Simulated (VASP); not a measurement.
# Yb (Fd-3m) in VASP: further runs

The runs below take Yb through single point, with PBEsol.

Program: VASP 6.6.1. These are calculated values, not measurements. Logs are shortened: lines on timing, memory, paths and dates and some standing lists are left out, and cuts for length are marked.

## (1) The cell of the first run

Symmetry: Fd-3m, No. 227, cubic system. Conventional cell: a = 8.225 Å, b = 8.225 Å, c = 8.225 Å, α = 90.00°, β = 90.00°, γ = 90.00°. Within 4.7 Å of Yb (site symmetry -43m) lie 4 Yb at 3.56 Å.

This isn't the form of Yb at room conditions, which is fcc.

## (2) Single point, PBEsol (69.55 Å³/atom)

INCAR

```
SYSTEM = Yb
PREC = Accurate ; ENCUT = 520
EDIFF = 1E-6 ; ISMEAR = -1
SIGMA = 0.1 ; LREAL = .FALSE.
LASPH = .TRUE. ; NELM = 80
ALGO = Normal ; ISIF = 2
LWAVE = .FALSE. ; LCHARG = .FALSE.
GGA = PS ; NBANDS = 31
```

KPOINTS

```
Automatic mesh
0
G
  8 8 8
  0 0 0
```

POSCAR

```
Yb
1.0
    0.0000000000      4.1124261245      4.1124261245
    4.1124261245      0.0000000000      4.1124261245
    4.1124261245      4.1124261245      0.0000000000
Yb
2
Direct
    0.1250000000      0.1250000000      0.1250000000
    0.8750000000      0.8750000000      0.8750000000
```

Potentials or basis: VASP PAW PBE potentials, release 64 (Yb).

Started as:

```bash
$ cat potpaw_PBE.64/Yb/POTCAR > POTCAR
$ mpirun -np 1 vasp_std > vasp.out
```

OUTCAR:

```text
SYSTEM = Yb
   PREC = Accurate
   ENCUT = 520
   EDIFF = 1E-6
   ISMEAR = -1
   LREAL = .FALSE.
   LASPH = .TRUE.
   NELM = 80
   ISIF = 2
   GGA = PS

 ion  position               nearest neighbor table
   1  0.125  0.125  0.125-   2 3.56   2 3.56   2 3.56   2 3.56
   2  0.875  0.875  0.875-   1 3.56   1 3.56   1 3.56   1 3.56

  LATTYP: Found a face centered cubic cell.
 ALAT       =     8.2248522490

  Lattice vectors:

 A1 = (   0.0000000000,   4.1124261245,   4.1124261245)
 A2 = (   4.1124261245,   0.0000000000,   4.1124261245)
 A3 = (   4.1124261245,   4.1124261245,   0.0000000000)

Analysis of symmetry for initial positions (statically):
=====================================================================
 Subroutine PRICEL returns:
 Original cell was already a primitive cell.

 Routine SETGRP: Setting up the symmetry group for a
 face centered cubic supercell.

 Subroutine GETGRP returns: Found 48 space group operations
 (whereof 12 operations were pure point group operations)
 out of a pool of 48 trial point group operations.

The static configuration has the point symmetry D_3d.
 The point group associated with its full space group is O_h .

Analysis of symmetry for dynamics (positions and initial velocities):
=====================================================================
 Subroutine PRICEL returns:
 Original cell was already a primitive cell.

 Routine SETGRP: Setting up the symmetry group for a
 face centered cubic supercell.

 Subroutine GETGRP returns: Found 48 space group operations
 (whereof 12 operations were pure point group operations)
 out of a pool of 48 trial point group operations.

The dynamic configuration has the point symmetry D_3d.
 The point group associated with its full space group is O_h .

 Subroutine INISYM returns: Found 48 space group operations
 (whereof 12 operations are pure point group operations),
 and found     1 'primitive' translations

----------------------------------------------------------------------------------------

                                     Primitive cell

  volume of cell :     139.0991

  direct lattice vectors                    reciprocal lattice vectors
     0.000000000  4.112426124  4.112426124    -0.121582731  0.121582731  0.121582731
     4.112426124  0.000000000  4.112426124     0.121582731 -0.121582731  0.121582731
     4.112426124  4.112426124  0.000000000     0.121582731  0.121582731 -0.121582731

  length of vectors
     5.815848800  5.815848800  5.815848800     0.210587468  0.210587468  0.210587468

  position of ions in fractional coordinates (direct lattice)
     0.125000000  0.125000000  0.125000000
     0.875000000  0.875000000  0.875000000

  ion indices of the primitive-cell ions
   primitive index   ion index
                 1           1
                 2           2

----------------------------------------------------------------------------------------

 KPOINTS: Automatic mesh

Automatic generation of k-mesh.
 Grid dimensions read from file:
 generate k-points for:    8    8    8

 Generating k-lattice:

  Cartesian coordinates                     Fractional coordinates (reciprocal lattice)
    -0.015197841  0.015197841  0.015197841     0.125000000  0.000000000  0.000000000
     0.015197841 -0.015197841  0.015197841     0.000000000  0.125000000  0.000000000
     0.015197841  0.015197841 -0.015197841     0.000000000  0.000000000  0.125000000

  Length of vectors
     0.026323433  0.026323433  0.026323433

  Shift w.r.t. Gamma in fractional coordinates (k-lattice)
     0.000000000  0.000000000  0.000000000

 Subroutine IBZKPT returns following result:
 ===========================================

 Found     29 irreducible k-points:

 Following reciprocal coordinates:
            Coordinates               Weight
  0.000000  0.000000  0.000000      1.000000
  0.125000  0.000000  0.000000      8.000000
  0.250000  0.000000  0.000000      8.000000
  0.375000  0.000000  0.000000      8.000000
  0.500000  0.000000  0.000000      4.000000
  0.125000  0.125000  0.000000      6.000000
[... 16 lines left out ...]
  0.500000  0.250000  0.125000     48.000000
 -0.375000  0.250000  0.125000     24.000000
 [... further k-points ...]
   k-points           NKPTS =     29   k-points in BZ     NKDIM =     29   number of bands    NBANDS=     31
   number of dos      NEDOS =    301   number of ions     NIONS =      2
   total plane-waves  NPLWV = 110592
   dimension x,y,z NGX =    48 NGY =   48 NGZ =   48
   dimension x,y,z NGXF=    96 NGYF=   96 NGZF=   96
   ions per type =               2
   NGX,Y,Z   is equivalent  to a cutoff of  13.72, 13.72, 13.72 a.u.
   NGXF,Y,Z  is equivalent  to a cutoff of  27.44, 27.44, 27.44 a.u.
 SYSTEM =  Yb
   PREC   = accura    normal or accurate (medium, high low for compatibility)
   ISTART =      0    job   : 0-new  1-cont  2-samecut
   ICHARG =      2    charge: 1-file 2-atom 10-const
   ISPIN  =      1    spin polarized calculation?
   LNONCOLLINEAR =      F non collinear calculations
   LSORBIT =      F    spin-orbit coupling
   LASPH  =      T    aspherical Exc in radial PAW
   ENCUT  =  520.0 eV  38.22 Ry    6.18 a.u.  10.81 10.81 10.81*2*pi/ulx,y,z
   NELM   =     80;   NELMIN=  2; NELMDL= -5     # of ELM steps
   EDIFF  = 0.1E-05   stopping-criterion for ELM
   LREAL  =      F    real-space projection
   EDIFFG = 0.1E-04   stopping-criterion for IOM
   NSW    =      0    number of steps for IOM
   IBRION =     -1    ionic relax: 0-MD 1-quasi-New 2-CG
   NFREE  =      0    steps in history (QN), initial steepest desc. (CG)
   ISIF   =      2    stress and relaxation
   ISYM   =      2    0-nonsym 1-usesym 2-fastsym
   POTIM  = 0.5000    time-step for ionic-motion
   TEBEG  =    0.0;   TEEND  =   0.0 temperature during run
   PSTRESS=    0.0 pullay stress
   NELECT =      48.0000    total number of electrons
   NUPDOWN=      -1.0000    fix difference up-down
   EMIN   =  10.00;   EMAX   =-10.00  energy-range for DOS
   EFERMI =   0.00;   METHOD = LEGACY
   ISMEAR =    -1;   SIGMA  =   0.10  broadening in eV -4-tet -1-fermi 0-gaus
   EFERMI_NEDOS =   21; number of points for ismear=-14 and -15
   IALGO  =     38    algorithm
   IMIX   =      4    mixing-type and parameters
     AMIX     =   0.40;   BMIX     =  1.00
     AMIX_MAG =   1.60;   BMIX_MAG =  1.00
  volume/ion in A,a.u.               =      69.55       469.34
  Fermi-wavevector in a.u.,A,eV,Ry     =   1.148278  2.169931 17.939866  1.318543
  Thomas-Fermi vector in A             =   2.284954
   LORBIT       =      0    0 simple, 1 ext, 2 COOP (PROOUT), +10 PAW based schemes
   GGA     = PS    functional components
   LHFCALC =     F    Hartree Fock is set to
   AEXX    =    0.0000 exact exchange contribution
   IVDW    =     0    specifies the selected vdW correction
   LEPSILON=     F    determine dielectric tensor
   LRPA    =     F    only Hartree local field effects (RPA)
 non-spin polarized calculation
  energy-cutoff  :      520.00
  volume of cell :      139.10
 maximum number of plane-waves:      3759
 NGX is ok and might be reduce to    48
   NGX = 21   NGY = 21   NGZ = 21

 number of electron      48.0000002 magnetization

 Free energy of the ion-electron system (eV)
  ---------------------------------------------------
  ext. energy  EPLUGINS =         0.00000000
  ---------------------------------------------------
  free energy    TOTEN  =        -5.21092593 eV

  energy without entropy =       -5.03461869  energy(sigma->0) =       -5.12277231

 E-fermi :  -0.4024     XC(G=0):  -6.8782

 val. band max:       -0.4259502039   @ k =  -0.2500   0.1250   0.0000
 cond. band min:      -0.3877565312   @ k =   0.5000   0.3750   0.0000
 fundamental gap:      0.0381936727
 Fermi energy:        -0.4023929645

 k-point     1 :       0.0000    0.0000    0.0000
  band No.  band energies     occupation
      1     -52.7073      2.00000
      2     -52.6882      2.00000
      3     -25.1711      2.00000
      4     -25.1711      2.00000
      5     -25.1711      2.00000
      6     -25.0330      2.00000
[... 23 lines left out ...]
     30       1.5348      0.00000
     31       1.5348      0.00000

 k-point     2 :       0.1250    0.0000    0.0000
  band No.  band energies     occupation
      1     -52.7068      2.00000
      2     -52.6887      2.00000
      3     -25.1731      2.00000
      4     -25.1731      2.00000
      5     -25.1701      2.00000
      6     -25.0344      2.00000
[... 23 lines left out ...]
     30       1.5476      0.00000
     31       1.5476      0.00000

 k-point     3 :       0.2500    0.0000    0.0000
  band No.  band energies     occupation
      1     -52.7053      2.00000
      2     -52.6902      2.00000
      3     -25.1779      2.00000
      4     -25.1779      2.00000
      5     -25.1675      2.00000
      6     -25.0377      2.00000
[... 23 lines left out ...]
     30       1.6490      0.00000
     31       1.6490      0.00000

 k-point     4 :       0.3750    0.0000    0.0000
  band No.  band energies     occupation
      1     -52.7035      2.00000
      2     -52.6920      2.00000
      3     -25.1823      2.00000
      4     -25.1823      2.00000
      5     -25.1649      2.00000
      6     -25.0411      2.00000
[... 23 lines left out ...]
     30       1.8900      0.00000
     31       1.8900      0.00000

 k-point     5 :       0.5000    0.0000    0.0000
  band No.  band energies     occupation
      1     -52.7026      2.00000
      2     -52.6930      2.00000
      3     -25.1841      2.00000
      4     -25.1841      2.00000
      5     -25.1638      2.00000
      6     -25.0425      2.00000
[... 23 lines left out ...]
     30       2.0505      0.00000
     31       2.0505      0.00000
[... 542 lines left out ...]
     30       1.5280      0.00000
     31       2.2866      0.00000

 k-point    22 :       0.3750    0.2500    0.1250
  band No.  band energies     occupation
      1     -52.7040      2.00000
      2     -52.6915      2.00000
      3     -25.1881      2.00000
      4     -25.1833      2.00000
      5     -25.1526      2.00000
      6     -25.0530      2.00000
[... 23 lines left out ...]
     30       1.5953      0.00000
     31       1.8030      0.00000

 k-point    23 :       0.5000    0.2500    0.1250
  band No.  band energies     occupation
      1     -52.7022      2.00000
      2     -52.6933      2.00000
      3     -25.1938      2.00000
      4     -25.1872      2.00000
      5     -25.1437      2.00000
      6     -25.0622      2.00000
[... 23 lines left out ...]
     30       1.7427      0.00000
     31       2.1750      0.00000

 k-point    24 :      -0.3750    0.2500    0.1250
  band No.  band energies     occupation
      1     -52.7012      2.00000
      2     -52.6944      2.00000
      3     -25.1957      2.00000
      4     -25.1891      2.00000
      5     -25.1395      2.00000
      6     -25.0665      2.00000
[... 23 lines left out ...]
     30       1.9074      0.00000
     31       2.2914      0.00000

 [... further k-points ...]

------------------------ aborting loop because EDIFF is reached ----------------------------------------

  FORCE on cell =-STRESS in cart. coord.  units (eV):
  Direction    XX          YY          ZZ          XY          YZ          ZX
  --------------------------------------------------------------------------------------
  -------------------------------------------------------------------------------------
  Total       -0.0861466     -0.0861466     -0.0861466      0.0000000      0.0000000      0.0000000
  in kB       -0.9922571     -0.9922571     -0.9922571      0.0000000      0.0000000      0.0000000
  external PRESSURE =      -0.9922571 kB  Pullay stress =       0.0000000 kB

 VOLUME and BASIS-vectors are now :
 -----------------------------------------------------------------------------
  energy-cutoff  :      520.00
  volume of cell :      139.10
      direct lattice vectors                 reciprocal lattice vectors
     0.000000000  4.112426124  4.112426124    -0.121582731  0.121582731  0.121582731
     4.112426124  0.000000000  4.112426124     0.121582731 -0.121582731  0.121582731
     4.112426124  4.112426124  0.000000000     0.121582731  0.121582731 -0.121582731

 POSITION                                       TOTAL-FORCE (eV/Angst)
 -----------------------------------------------------------------------------------
      1.02811      1.02811      1.02811        -0.000000     -0.000000     -0.000000
      7.19675      7.19675      7.19675         0.000000      0.000000      0.000000
 -----------------------------------------------------------------------------------
    total drift:                                0.000000      0.000000      0.000000

  FREE ENERGIE OF THE ION-ELECTRON SYSTEM (eV)
  ---------------------------------------------------
  free  energy   TOTEN  =        -5.2109259285 eV

  energy  without entropy=       -5.0346186859  energy(sigma->0) =       -5.12277231
```

Wall time 11 min (1 thread of Intel Xeon 8259CL, shared host); peak memory 0.39 GiB.

Results:

| Quantity | Value |
| --- | --- |
| Free energy | -5.2109 eV |
| Pressure | -0.1 GPa |
| Band gap on the k mesh | zero (bands 24 and 25 overlap by 1.19 eV) |

Levels at points of the mesh, in eV from the Fermi level:
| k point | band 22 | band 23 | band 24 | band 25 | band 26 | band 27 |
| --- | --- | --- | --- | --- | --- | --- |
| (0.00, 0.00, 0.00) | -0.51 | -0.51 | 1.00 | 1.00 | 1.00 | 1.12 |
| (0.50, 0.00, 0.00) | -0.52 | -0.52 | -0.51 | 0.85 | 0.90 | 0.90 |
| (0.50, 0.50, 0.00) | -0.53 | -0.53 | -0.53 | 0.11 | 0.11 | 1.33 |

Caveat: the PAW data sets were made with another functional, which shifts forces and pressure a little; spin-orbit coupling is left out, which moves the levels of the heavy elements. Spin polarisation is off, so any magnetic state and its effect on volume and gap are missing.

## (3) Single point, PBEsol (72.45 Å³/atom)

This run uses another cell than the first one, of 72.45 Å³/atom.

INCAR

```
SYSTEM = Yb
PREC     = Accurate       ! precision mode
ENCUT    = 520            ! plane-wave cutoff, eV
EDIFF    = 1E-6           ! SCF threshold, eV
ISMEAR   = -1             ! smearing method
SIGMA    = 0.1            ! smearing width, eV
LREAL    = .FALSE.        ! projectors in reciprocal space
LASPH    = .TRUE.         ! aspherical terms in the spheres
NELM     = 80             ! most SCF steps
ALGO     = Normal         ! electronic algorithm
ISIF     = 2              ! what is computed and relaxed
LWAVE    = .FALSE.        ! write WAVECAR
LCHARG   = .FALSE.        ! write CHGCAR
GGA      = PS             ! functional
NBANDS   = 31             ! bands
```

KPOINTS is that of step 2.

POSCAR

```
Yb
1.0
    0.0000000000      4.1687677301      4.1687677301
    4.1687677301      0.0000000000      4.1687677301
    4.1687677301      4.1687677301      0.0000000000
Yb
2
Direct
    0.1250000000      0.1250000000      0.1250000000
    0.8750000000      0.8750000000      0.8750000000
```

Potentials or basis: VASP PAW PBE potentials, release 64 (Yb).

Started as:

```bash
$ cat potpaw_PBE.64/Yb/POTCAR > POTCAR
$ mpirun -np 1 vasp_std > vasp.out
```

Run time: 11 min. Hardware: 1 thread of Intel Xeon 8259CL, shared host; peak memory 0.39 GiB.

It converged, with:

- Free energy: -5.2108 eV
- Pressure: -0.6 GPa
- Band gap on the k mesh: zero (bands 24 and 25 overlap by 1.15 eV)

Levels at points of the mesh, in eV from the Fermi level:
| k point | band 22 | band 23 | band 24 | band 25 | band 26 | band 27 |
| --- | --- | --- | --- | --- | --- | --- |
| (0.00, 0.00, 0.00) | -0.51 | -0.51 | 0.97 | 0.97 | 0.97 | 1.13 |
| (0.50, 0.00, 0.00) | -0.53 | -0.52 | -0.51 | 0.83 | 0.91 | 0.91 |
| (0.50, 0.50, 0.00) | -0.53 | -0.53 | -0.53 | 0.14 | 0.14 | 1.26 |

Caveat: the PAW data sets were made with another functional, which shifts forces and pressure a little; spin-orbit coupling is left out, which moves the levels of the heavy elements. Spin polarisation is off, so any magnetic state and its effect on volume and gap are missing.

## (4) Single point, PBEsol (75.35 Å³/atom)

This run uses another cell than the first one, of 75.35 Å³/atom.

INCAR

```
PREC = Accurate ; ENCUT = 520
EDIFF = 1E-7 ; ISMEAR = -1
SIGMA = 0.1 ; LREAL = False
LASPH = True ; NELM = 100
ALGO = Normal ; ISIF = 2
LWAVE = False ; LCHARG = False
GGA = PS ; NBANDS = 31
```

KPOINTS

```
regular mesh
0
Gamma
  8 8 8
```

POSCAR

```
Yb
1.0
    0.0000000000      4.2236262281      4.2236262281
    4.2236262281      0.0000000000      4.2236262281
    4.2236262281      4.2236262281      0.0000000000
Yb
2
Direct
    0.1250000000      0.1250000000      0.1250000000
    0.8750000000      0.8750000000      0.8750000000
```

Started as:

```bash
$ cat potpaw_PBE.64/Yb/POTCAR > POTCAR
$ mpirun -np 1 vasp_std > vasp.out
```

Run time: 12 min. Hardware: 1 thread of Intel Xeon 8259CL, shared host; peak memory 0.39 GiB.

The run converged. Its results:

```
Free energy            : -5.2054 eV
Pressure               : -0.3 GPa
Band gap on the k mesh : zero (bands 24 and 25 overlap by 1.11 eV)
```

Levels at points of the mesh, in eV from the Fermi level:
| k point | band 20 | band 21 | band 22 | band 23 | band 24 | band 25 | band 26 | band 27 | band 28 | band 29 |
| --- | --- | --- | --- | --- | --- | --- | --- | --- | --- | --- |
| (0.00, 0.00, 0.00) | -0.52 | -0.51 | -0.51 | -0.51 | 0.95 | 0.95 | 0.95 | 1.14 | 1.14 | 1.84 |
| (0.50, 0.00, 0.00) | -0.54 | -0.53 | -0.53 | -0.52 | -0.51 | 0.82 | 0.92 | 0.92 | 1.23 | 1.23 |
| (0.50, 0.50, 0.00) | -0.53 | -0.53 | -0.53 | -0.53 | -0.53 | 0.16 | 0.16 | 1.20 | 1.20 | 1.86 |

Caveat: the PAW data sets were made with another functional, which shifts forces and pressure a little; spin-orbit coupling is left out, which moves the levels of the heavy elements.

## (5) Single point, PBEsol (81.14 Å³/atom)

This run uses another cell than the first one, of 81.14 Å³/atom.

INCAR

```
  ALGO = Normal
  EDIFF = 1E-7
  ENCUT = 520
  GGA = PS
  ISIF = 2
  ISMEAR = -1
  LASPH = T
  LCHARG = F
  LREAL = F
  LWAVE = F
  NBANDS = 31
  NELM = 60
  PREC = Accurate
  SIGMA = 0.1
```

KPOINTS

```
k-points
0
Gamma
  8 8 8
```

POSCAR

```
Yb
1.0
    0.0000000000      4.3292603702      4.3292603702
    4.3292603702      0.0000000000      4.3292603702
    4.3292603702      4.3292603702      0.0000000000
Yb
2
Direct
    0.1250000000      0.1250000000      0.1250000000
    0.8750000000      0.8750000000      0.8750000000
```

Started as:

```bash
$ cat potpaw_PBE.64/Yb/POTCAR > POTCAR
$ mpirun -np 1 vasp_std > vasp.out
```

Run time: 15 min. Hardware: 1 thread of Intel Xeon 8259CL, shared host; peak memory 0.41 GiB.

The run converged. Its results:

| Property | Result |
| --- | --- |
| Free energy | -5.1813 eV |
| Pressure | -0.5 GPa |
| Band gap on the k mesh | zero (bands 24 and 25 overlap by 1.04 eV) |

Levels at points of the mesh, in eV from the Fermi level:
```csv
k point,band 21,band 22,band 23,band 24,band 25,band 26,band 27,band 28
"(0.00, 0.00, 0.00)",-0.52,-0.52,-0.52,0.92,0.92,0.92,1.15,1.15
"(0.50, 0.00, 0.00)",-0.53,-0.53,-0.52,-0.52,0.79,0.94,0.94,1.17
"(0.50, 0.50, 0.00)",-0.53,-0.53,-0.53,-0.53,0.22,0.22,1.09,1.09
```

Caveat: the PAW data sets were made with another functional, which shifts forces and pressure a little; spin-orbit coupling is left out, which moves the levels of the heavy elements. Spin polarisation is off, so any magnetic state and its effect on volume and gap are missing.

## (6) Summary

| cell | gap on the mesh (eV) | pressure (GPa) |
| --- | --- | --- |
| a = 5.816 Å, angles 60.0°, 2 atoms | none | -0.1 |
| a = 5.896 Å, angles 60.0°, 2 atoms | none | -0.6 |
| a = 5.973 Å, angles 60.0°, 2 atoms | none | -0.3 |
| a = 6.122 Å, angles 60.0°, 2 atoms | none | -0.5 |

Alike in all rows: task single point; level PBEsol; potentials or basis VASP PAW PBE potentials, release 64 (Yb); no spin polarisation; k mesh 8 × 8 × 8; cutoff (eV) 520; smearing fermi-dirac 0.1 eV.

Caveats: the PAW data sets were made with another functional, which shifts forces and pressure a little; spin-orbit coupling is left out, which moves the levels of the heavy elements.

Total energies depend on the potentials used, so only differences within one code and one set of settings carry meaning.

The gap in the log of VASP goes by the Fermi energy; the results here count the filled bands.